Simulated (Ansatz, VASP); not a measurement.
**Ti in VASP and in Ansatz**

The input INCAR:

```
SYSTEM = Ti
ALGO = Normal ; EDIFF = 1E-8
ENCUT = 520 ; GGA = PE
ISIF = 2 ; ISMEAR = -1
LASPH = .True. ; LCHARG = .False.
LEFG = .True. ; LREAL = .False.
LWAVE = .False. ; NBANDS = 12
NELM = 100 ; PREC = Accurate
SIGMA = 0.05
```

File KPOINTS:

```
k-points
0
Gamma
  14 14 14
  0 0 0
```

The input POSCAR:

```
Ti
1.0
   -1.6081800000      1.6081800000      1.6410000000
    1.6081800000     -1.6081800000      1.6410000000
    1.6081800000      1.6081800000     -1.6410000000
Ti
1
Direct
    0.0000000000      0.0000000000      0.0000000000
```

Input for Ansatz:

```yaml
crystal:
  lattice:
    - [-1.60818, 1.60818, 1.641]
    - [1.60818, -1.60818, 1.641]
    - [1.60818, 1.60818, -1.641]
  atoms:
    - { symbol: Ti, position: [0.0, 0.0, 0.0] }
kpoints:
  mp_grid: { grid: [14, 14, 14] }
scf:
  occupations: { method: fermi_dirac, width: 0.05 }
hamiltonian:
  xc: pbe
  pseudopotentials: { kind: paw }
output:
  forces: true
  stress: true
  eigenvalues: true
  efg: { contact_densities: true }
```

Change from the starting cell: equal xx and yy strain of -2 %, PAW files.

Alike in both runs: task electric field gradients; functional PBE; k mesh 14 × 14 × 14; occupations fermi-dirac, width 0.05 eV; no spin polarisation.

|  | VASP | Ansatz |
| --- | --- | --- |
| version | VASP 6.6.1 | Ansatz 0.2.0 |
| potentials or method | VASP PAW PBE potentials, release 64 (Ti_sv) | PAW with Ansatz's default frozen-core files, scalar-relativistic |
| plane-wave cutoff (eV) | 520 | 420 |
| valence electrons in the cell | 12 | 12 |

Ansatz gave:

```
pressure (GPa)                                                : 1.8
traceless stress, the component that is largest in VASP (GPa) : 0.31
size of Vzz on the site where it differs most (V/Å²)          : 0.3
```

Question: Which values does VASP return?

Answer: Pressure (GPa): 1.6; traceless stress, the component that is largest in VASP (GPa): 0.31; size of Vzz on the site where it differs most (V/Å²): 0.3.

With one functional, cell and mesh, what is left measures potentials, basis and numerics.
